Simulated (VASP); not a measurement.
# BaF2 (Fm-3m) in VASP: notebook

BaF2 is run at these levels: r2SCAN; tasks: relaxation of the atoms.

All numbers are computed with VASP 6.6.1; they aren't measurements. Logs are shortened: lines on timing, memory, paths and dates and some standing lists are left out, and cuts for length are marked.

## Step 1: The cell of the first run

It takes space group Fm-3m (No. 225, cubic). The conventional cell has a = 6.111 Å, b = 6.111 Å, c = 6.111 Å, α = 90.00°, β = 90.00°, γ = 90.00°. Within 3.5 Å of Ba (site symmetry m-3m) lie 8 F at 2.65 Å. F (site symmetry -43m) has 4 Ba at 2.65 Å and 6 F at 3.06 Å within 3.5 Å.

## Step 2: Relaxation of the atoms, r2SCAN

Contents of POSCAR:

```
BaF2
1.0
    0.0000000000      3.0557042000      3.0557042000
    3.0557042000      0.0000000000      3.0557042000
    3.0557042000      3.0557042000      0.0000000000
Ba F
1 2
Direct
    0.0000000000      0.0000000000      0.0000000000
    0.2500000000      0.2500000000      0.2500000000
    0.7500000000      0.7500000000      0.7500000000
```

Contents of INCAR.step1:

```
PREC = Accurate
ENCUT = 580
ISMEAR = -1
SIGMA = 0.02
LREAL = F
LASPH = T
NELM = 120
GGA = PE
ALGO = Normal
EDIFF = 1E-5
LWAVE = T
LCHARG = F
GGA_COMPAT = F
IBRION = 2
EDIFFG = -0.01
NELMIN = 4
NSW = 100
```

Contents of INCAR.step2:

```
PREC = Accurate
ENCUT = 580
EDIFF = 1E-7
ISMEAR = -1
SIGMA = 0.02
LREAL = F
LASPH = T
NELM = 120
ALGO = Normal
ISIF = 2
LWAVE = F
LCHARG = F
METAGGA = R2SCAN
LMIXTAU = T
IBRION = 2
NSW = 50
EDIFFG = -0.01
ISTART = 1
GGA_COMPAT = F
NELMIN = 4
```

Contents of KPOINTS:

```
Automatic mesh
0
Gamma
  8 8 8
```

Potentials or basis: VASP PAW PBE potentials, release 64 (Ba_sv, F).

Started as:

```bash
$ cat potpaw_PBE.64/Ba_sv/POTCAR potpaw_PBE.64/F/POTCAR > POTCAR
$ cp INCAR.step1 INCAR
$ mpirun -np 1 vasp_std > vasp.out
$ cp INCAR.step2 INCAR
$ mpirun -np 1 vasp_std > vasp.out
```

OUTCAR:

```text
PREC = Accurate
   ENCUT = 580
   EDIFF = 1E-7
   ISMEAR = -1
   LREAL = F
   LASPH = T
   NELM = 120
   ISIF = 2
   METAGGA = R2SCAN
   IBRION = 2
   NSW = 50
   EDIFFG = -0.01
   ISTART = 1
   NELMIN = 4

 ion  position               nearest neighbor table
   1  0.000  0.000  0.000-   3 2.65   3 2.65   3 2.65   2 2.65   2 2.65   2 2.65   3 2.65   2 2.65

   2  0.250  0.250  0.250-   1 2.65   1 2.65   1 2.65   1 2.65
   3  0.750  0.750  0.750-   1 2.65   1 2.65   1 2.65   1 2.65

  LATTYP: Found a face centered cubic cell.
 ALAT       =     6.1114084000

  Lattice vectors:

 A1 = (   0.0000000000,   3.0557042000,   3.0557042000)
 A2 = (   3.0557042000,   0.0000000000,   3.0557042000)
 A3 = (   3.0557042000,   3.0557042000,   0.0000000000)

Analysis of symmetry for initial positions (statically):
=====================================================================
 Subroutine PRICEL returns:
 Original cell was already a primitive cell.

 Routine SETGRP: Setting up the symmetry group for a
 face centered cubic supercell.

 Subroutine GETGRP returns: Found 48 space group operations
 (whereof 48 operations were pure point group operations)
 out of a pool of 48 trial point group operations.

The static configuration has the point symmetry O_h .

Analysis of symmetry for dynamics (positions and initial velocities):
=====================================================================
 Subroutine PRICEL returns:
 Original cell was already a primitive cell.

 Routine SETGRP: Setting up the symmetry group for a
 face centered cubic supercell.

 Subroutine GETGRP returns: Found 48 space group operations
 (whereof 48 operations were pure point group operations)
 out of a pool of 48 trial point group operations.

The dynamic configuration has the point symmetry O_h .

 Subroutine INISYM returns: Found 48 space group operations
 (whereof 48 operations are pure point group operations),
 and found     1 'primitive' translations

----------------------------------------------------------------------------------------

                                     Primitive cell

  volume of cell :      57.0642

  direct lattice vectors                    reciprocal lattice vectors
     0.000000000  3.055704200  3.055704200    -0.163628404  0.163628404  0.163628404
     3.055704200  0.000000000  3.055704200     0.163628404 -0.163628404  0.163628404
     3.055704200  3.055704200  0.000000000     0.163628404  0.163628404 -0.163628404

  length of vectors
     4.321418322  4.321418322  4.321418322     0.283412709  0.283412709  0.283412709

  position of ions in fractional coordinates (direct lattice)
     0.000000000  0.000000000  0.000000000
     0.250000000  0.250000000  0.250000000
     0.750000000  0.750000000  0.750000000

  ion indices of the primitive-cell ions
   primitive index   ion index
                 1           1
                 2           2
                 3           3

----------------------------------------------------------------------------------------

 KPOINTS: Automatic mesh

Automatic generation of k-mesh.
 Grid dimensions read from file:
 generate k-points for:    8    8    8

 Generating k-lattice:

  Cartesian coordinates                     Fractional coordinates (reciprocal lattice)
    -0.020453550  0.020453550  0.020453550     0.125000000  0.000000000  0.000000000
     0.020453550 -0.020453550  0.020453550     0.000000000  0.125000000  0.000000000
     0.020453550  0.020453550 -0.020453550     0.000000000  0.000000000  0.125000000

  Length of vectors
     0.035426589  0.035426589  0.035426589

  Shift w.r.t. Gamma in fractional coordinates (k-lattice)
     0.000000000  0.000000000  0.000000000

 Subroutine IBZKPT returns following result:
 ===========================================

 Found     29 irreducible k-points:

 Following reciprocal coordinates:
            Coordinates               Weight
  0.000000  0.000000  0.000000      1.000000
  0.125000  0.000000  0.000000      8.000000
  0.250000  0.000000  0.000000      8.000000
  0.375000  0.000000  0.000000      8.000000
  0.500000  0.000000  0.000000      4.000000
  0.125000  0.125000  0.000000      6.000000
[... 16 lines left out ...]
  0.500000  0.250000  0.125000     48.000000
 -0.375000  0.250000  0.125000     24.000000
 [... further k-points ...]
   k-points           NKPTS =     29   k-points in BZ     NKDIM =     29   number of bands    NBANDS=     16
   number of dos      NEDOS =    301   number of ions     NIONS =      3
   total plane-waves  NPLWV =  46656
   dimension x,y,z NGX =    36 NGY =   36 NGZ =   36
   dimension x,y,z NGXF=    72 NGYF=   72 NGZF=   72
   ions per type =               1   2
   NGX,Y,Z   is equivalent  to a cutoff of  13.85, 13.85, 13.85 a.u.
   NGXF,Y,Z  is equivalent  to a cutoff of  27.70, 27.70, 27.70 a.u.
 SYSTEM =  unknown system
   PREC   = accura    normal or accurate (medium, high low for compatibility)
   ISTART =      1    job   : 0-new  1-cont  2-samecut
   ICHARG =      0    charge: 1-file 2-atom 10-const
   ISPIN  =      1    spin polarized calculation?
   LNONCOLLINEAR =      F non collinear calculations
   LSORBIT =      F    spin-orbit coupling
   LASPH  =      T    aspherical Exc in radial PAW
   ENCUT  =  580.0 eV  42.63 Ry    6.53 a.u.   8.49  8.49  8.49*2*pi/ulx,y,z
   NELM   =    120;   NELMIN=  4; NELMDL=  0     # of ELM steps
   EDIFF  = 0.1E-06   stopping-criterion for ELM
   LREAL  =      F    real-space projection
   EDIFFG = -.1E-01   stopping-criterion for IOM
   NSW    =     50    number of steps for IOM
   IBRION =      2    ionic relax: 0-MD 1-quasi-New 2-CG
   NFREE  =      1    steps in history (QN), initial steepest desc. (CG)
   ISIF   =      2    stress and relaxation
   ISYM   =      2    0-nonsym 1-usesym 2-fastsym
   POTIM  = 0.5000    time-step for ionic-motion
   TEBEG  =    0.0;   TEEND  =   0.0 temperature during run
   PSTRESS=    0.0 pullay stress
   NELECT =      24.0000    total number of electrons
   NUPDOWN=      -1.0000    fix difference up-down
   EMIN   =  10.00;   EMAX   =-10.00  energy-range for DOS
   EFERMI =   0.00;   METHOD = LEGACY
   ISMEAR =    -1;   SIGMA  =   0.02  broadening in eV -4-tet -1-fermi 0-gaus
   EFERMI_NEDOS =   21; number of points for ismear=-14 and -15
   IALGO  =     38    algorithm
   IMIX   =      4    mixing-type and parameters
     AMIX     =   0.40;   BMIX     =  1.00
     AMIX_MAG =   1.60;   BMIX_MAG =  1.00
  volume/ion in A,a.u.               =      19.02       128.36
  Fermi-wavevector in a.u.,A,eV,Ry     =   1.226565  2.317872 20.469447  1.504462
  Thomas-Fermi vector in A             =   2.361561
   LORBIT       =      0    0 simple, 1 ext, 2 COOP (PROOUT), +10 PAW based schemes
   METAGGA = R2SCAN    functional components
   LHFCALC =     F    Hartree Fock is set to
   AEXX    =    0.0000 exact exchange contribution
   IVDW    =     0    specifies the selected vdW correction
   LEPSILON=     F    determine dielectric tensor
   LRPA    =     F    only Hartree local field effects (RPA)
 conjugate gradient relaxation of ions
 non-spin polarized calculation
  energy-cutoff  :      580.00
  volume of cell :       57.06
 maximum number of plane-waves:      1837
 NGX is ok and might be reduce to    36
   NGX = 17   NGY = 17   NGZ = 17

 number of electron      23.9999988 magnetization

 Free energy of the ion-electron system (eV)
  ---------------------------------------------------
  ext. energy  EPLUGINS =         0.00000000
  ---------------------------------------------------
  free energy    TOTEN  =       -45.02424594 eV

  energy without entropy =      -45.02424594  energy(sigma->0) =      -45.02424594

 E-fermi :  -1.9269     XC(G=0):  -9.4606

 val. band max:       -2.4039301907   @ k =  -0.2500   0.2500   0.0000
 cond. band min:       5.1011190372   @ k =   0.0000   0.0000   0.0000
 fundamental gap:      7.5050492278
 Fermi energy:        -1.9269273742

 k-point     1 :       0.0000    0.0000    0.0000
  band No.  band energies     occupation
      1     -25.9753      2.00000
      2     -22.5734      2.00000
      3     -22.3454      2.00000
      4     -10.2255      2.00000
      5     -10.2255      2.00000
      6     -10.2255      2.00000
[... 8 lines left out ...]
     15       7.6495      0.00000
     16      10.2157      0.00000

 k-point     2 :       0.1250    0.0000    0.0000
  band No.  band energies     occupation
      1     -25.9308      2.00000
      2     -22.5896      2.00000
      3     -22.3997      2.00000
      4     -10.2606      2.00000
      5     -10.2554      2.00000
      6     -10.2554      2.00000
[... 8 lines left out ...]
     15       7.6333      0.00000
     16      10.0126      0.00000

 k-point     3 :       0.2500    0.0000    0.0000
  band No.  band energies     occupation
      1     -25.8165      2.00000
      2     -22.6486      2.00000
      3     -22.5179      2.00000
      4     -10.3357      2.00000
      5     -10.3252      2.00000
      6     -10.3252      2.00000
[... 8 lines left out ...]
     15       7.6107      0.00000
     16       9.5198      0.00000

 k-point     4 :       0.3750    0.0000    0.0000
  band No.  band energies     occupation
      1     -25.6905      2.00000
      2     -22.7687      2.00000
      3     -22.5872      2.00000
      4     -10.3992      2.00000
      5     -10.3920      2.00000
      6     -10.3920      2.00000
[... 8 lines left out ...]
     15       7.6080      0.00000
     16       8.7348      0.00000
[... 324 lines left out ...]
 k-point    22 :       0.3750    0.2500    0.1250
  band No.  band energies     occupation
      1     -25.7255      2.00000
      2     -22.6672      2.00000
      3     -22.6367      2.00000
      4     -10.4654      2.00000
      5     -10.4529      2.00000
      6     -10.2217      2.00000
[... 8 lines left out ...]
     15       8.1096      0.00000
     16       9.0020      0.00000

 k-point    23 :       0.5000    0.2500    0.1250
  band No.  band energies     occupation
      1     -25.6186      2.00000
      2     -22.7687      2.00000
      3     -22.6930      2.00000
      4     -10.5443      2.00000
      5     -10.4554      2.00000
      6     -10.2980      2.00000
[... 8 lines left out ...]
     15       8.2891      0.00000
     16       8.8319      0.00000

 k-point    24 :      -0.3750    0.2500    0.1250
  band No.  band energies     occupation
      1     -25.5713      2.00000
      2     -22.8234      2.00000
      3     -22.7069      2.00000
      4     -10.5758      2.00000
      5     -10.3930      2.00000
      6     -10.3923      2.00000
[... 8 lines left out ...]
     15       8.2202      0.00000
     16       8.9289      0.00000

 [... further k-points ...]

------------------------ aborting loop because EDIFF is reached ----------------------------------------

  FORCE on cell =-STRESS in cart. coord.  units (eV):
  Direction    XX          YY          ZZ          XY          YZ          ZX
  --------------------------------------------------------------------------------------
  -------------------------------------------------------------------------------------
  Total        1.3934545      1.3934545      1.3934545     -0.0000000     -0.0000000      0.0000000
  in kB       39.1236559     39.1236559     39.1236559     -0.0000000     -0.0000000      0.0000000
  external PRESSURE =      39.1236559 kB  Pullay stress =       0.0000000 kB

 VOLUME and BASIS-vectors are now :
 -----------------------------------------------------------------------------
  energy-cutoff  :      580.00
  volume of cell :       57.06
      direct lattice vectors                 reciprocal lattice vectors
     0.000000000  3.055704200  3.055704200    -0.163628404  0.163628404  0.163628404
     3.055704200  0.000000000  3.055704200     0.163628404 -0.163628404  0.163628404
     3.055704200  3.055704200  0.000000000     0.163628404  0.163628404 -0.163628404

 POSITION                                       TOTAL-FORCE (eV/Angst)
 -----------------------------------------------------------------------------------
      0.00000      0.00000      0.00000         0.000000      0.000000     -0.000000
      1.52785      1.52785      1.52785        -0.000000     -0.000000     -0.000000
      4.58356      4.58356      4.58356         0.000000      0.000000      0.000000
 -----------------------------------------------------------------------------------
    total drift:                                0.000000      0.000000      0.000000

  FREE ENERGIE OF THE ION-ELECTRON SYSTEM (eV)
  ---------------------------------------------------
  free  energy   TOTEN  =       -45.0242459380 eV

  energy  without entropy=      -45.0242459380  energy(sigma->0) =      -45.02424594

 reached required accuracy - stopping structural energy minimisation
```

Run time: 68 s. Hardware: 1 thread of Intel Xeon 6975P-C (Granite Rapids), shared host; peak memory 0.22 GiB.

Results:

```yaml
Free_energy: -45.0242 eV
Pressure_after_relaxing: 3.9 GPa
Band_gap_on_the_k_mesh: 7.50 eV (least direct gap 7.62 eV)
```

Final structure:
```
CELL_PARAMETERS angstrom
0.00000 3.05570 3.05570
3.05570 0.00000 3.05570
3.05570 3.05570 0.00000
ATOMIC_POSITIONS crystal
Ba 0.00000 0.00000 0.00000
F 0.25000 0.25000 0.25000
F 0.75000 0.75000 0.75000
```

Caveat: the relaxation stopped at its first step, so nothing moved; the PAW data sets were made with another functional, which shifts forces and pressure a little; spin-orbit coupling is left out, which moves the levels of the heavy elements.

## Step 3: Relaxation of the atoms, r2SCAN

This run uses another cell than the first one, of 20.61 Å³/atom.

Contents of POSCAR:

```
BaF2
1.0
    0.0000000000      3.1383305200      3.1383305200
    3.1383305200      0.0000000000      3.1383305200
    3.1383305200      3.1383305200      0.0000000000
Ba F
1 2
Direct
    0.0000000000      0.0000000000      0.0000000000
    0.2500000000      0.2500000000      0.2500000000
    0.7500000000      0.7500000000      0.7500000000
```

Contents of INCAR.step1:

```
PREC     = Accurate       # precision mode
ENCUT    = 580            # plane-wave cutoff, eV
ISMEAR   = -1             # smearing method
SIGMA    = 0.02           # smearing width, eV
LREAL    = F              # projectors in reciprocal space
LASPH    = T              # aspherical terms in the spheres
NELM     = 120            # most SCF steps
GGA      = PE             # functional
ALGO     = Normal         # electronic algorithm
EDIFF    = 1E-5           # SCF threshold, eV
LWAVE    = T              # write WAVECAR
LCHARG   = F              # write CHGCAR
GGA_COMPAT= F            
IBRION   = 2              # ionic algorithm
EDIFFG   = -0.01          # ionic threshold
NELMIN   = 4            
NSW      = 100            # ionic steps
```

Contents of INCAR.step2:

```
PREC     = Accurate       # precision mode
ENCUT    = 580            # plane-wave cutoff, eV
EDIFF    = 1E-7           # SCF threshold, eV
ISMEAR   = -1             # smearing method
SIGMA    = 0.02           # smearing width, eV
LREAL    = F              # projectors in reciprocal space
LASPH    = T              # aspherical terms in the spheres
NELM     = 120            # most SCF steps
ALGO     = Normal         # electronic algorithm
ISIF     = 2              # what is computed and relaxed
LWAVE    = F              # write WAVECAR
LCHARG   = F              # write CHGCAR
METAGGA  = R2SCAN         # meta-GGA
LMIXTAU  = T            
IBRION   = 2              # ionic algorithm
NSW      = 50             # ionic steps
EDIFFG   = -0.01          # ionic threshold
ISTART   = 1            
GGA_COMPAT= F            
NELMIN   = 4
```

KPOINTS is that of step 2.

Potentials or basis: VASP PAW PBE potentials, release 64 (Ba_sv, F).

Started as:

```bash
$ cat potpaw_PBE.64/Ba_sv/POTCAR potpaw_PBE.64/F/POTCAR > POTCAR
$ cp INCAR.step1 INCAR
$ mpirun -np 1 vasp_std > vasp.out
$ cp INCAR.step2 INCAR
$ mpirun -np 1 vasp_std > vasp.out
```

It took 4.5 min on 1 thread of Oxide Virtual Turin-like, shared host; peak memory 0.19 GiB.

Results (log left out):

- Free energy: -45.0635 eV
- Pressure after relaxing: -1.4 GPa
- Band gap on the k mesh: 7.18 eV (least direct gap 7.24 eV)

Final structure:
```cif
data_structure
_symmetry_space_group_name_H-M 'P 1'
_symmetry_Int_Tables_number 1
_cell_length_a 4.4383
_cell_length_b 4.4383
_cell_length_c 4.4383
_cell_angle_alpha 60.000
_cell_angle_beta 60.000
_cell_angle_gamma 60.000
_cell_volume 61.82
loop_
_atom_site_label
_atom_site_type_symbol
_atom_site_fract_x
_atom_site_fract_y
_atom_site_fract_z
_atom_site_occupancy
Ba1 Ba 0.00000 0.00000 0.00000 1
F1 F 0.25000 0.25000 0.25000 1
F2 F 0.75000 0.75000 0.75000 1
```

Levels at points of the mesh, in eV from the valence-band top:
```tsv
k point	band 8	band 9	band 10	band 11	band 12	band 13	band 14	band 15	band 16
(0.00, 0.00, 0.00)	-1.37	-1.37	-0.06	-0.06	-0.06	7.18	9.76	9.76	11.96
(0.50, 0.00, 0.00)	-0.99	-0.61	-0.34	-0.16	-0.16	9.69	9.69	9.71	9.97
(0.50, 0.50, 0.00)	-0.34	-0.34	-0.31	-0.31	-0.10	7.62	9.65	11.16	12.54
```

Caveat: the relaxation stopped at its first step, so nothing moved; the PAW data sets were made with another functional, which shifts forces and pressure a little; spin-orbit coupling is left out, which moves the levels of the heavy elements.
